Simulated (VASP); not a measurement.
**ZrB2: single point with LDA**

Crystal: ZrB2.

```
Zr B
1.0
     3.19653    0.00000    0.00000
    -1.59827    2.76828    0.00000
     0.00000    0.00000    3.35061
Zr B
1 2
Direct
  0.00000 0.00000 0.00000
  0.33333 0.66667 0.50000
  0.66667 0.33333 0.50000
```

This cell differs from its parent crystal: volume 9.883 Å^3 an atom, c/a of the conventional cell 1.0482.

```
Program                : VASP 6.6.1
Task                   : single point
Functional             : LDA
Potentials or basis    : VASP PAW LDA potentials, release 64 (Zr_sv, B)
Cutoff                 : 520 eV
k mesh                 : 18 × 18 × 12
Occupations            : gaussian, width 0.15 eV
Spin                   : no spin polarisation
Dipole correction      : no
Further INCAR settings : ALGO = Normal; EDIFF = 1e-06; NBANDS = 16
```

```yaml
Pressure: 0.1 GPa
Band_gap_on_the_k_mesh: zero (band 9 reaches 11.52 eV, above the bottom of band 10 at 10.53 eV)
```

Stress tensor (GPa, compression positive):
```
-6.87  0.00  0.00
 0.00 -6.87  0.00
 0.00  0.00 14.13
```

Levels at points of the mesh, in eV from the Fermi level:
| k point | band 7 | band 8 | band 9 | band 10 | band 11 | band 12 |
| --- | --- | --- | --- | --- | --- | --- |
| (0.00, 0.00, 0.00) | -3.14 | -2.54 | -1.78 | 3.52 | 3.52 | 4.36 |
| (0.50, 0.00, 0.00) | -3.59 | -3.18 | -2.85 | 2.49 | 2.52 | 4.65 |
| (0.00, 0.00, 0.50) | -1.23 | -1.23 | -0.26 | -0.26 | 0.75 | 0.75 |
| (0.50, 0.00, 0.50) | -5.01 | -4.29 | -1.97 | 4.13 | 4.62 | 5.24 |

Wall time 42 s on 1 thread of Intel(R) Xeon(R) Platinum 8488C (Sapphire Rapids), on a shared host, peak memory 0.23 GiB.
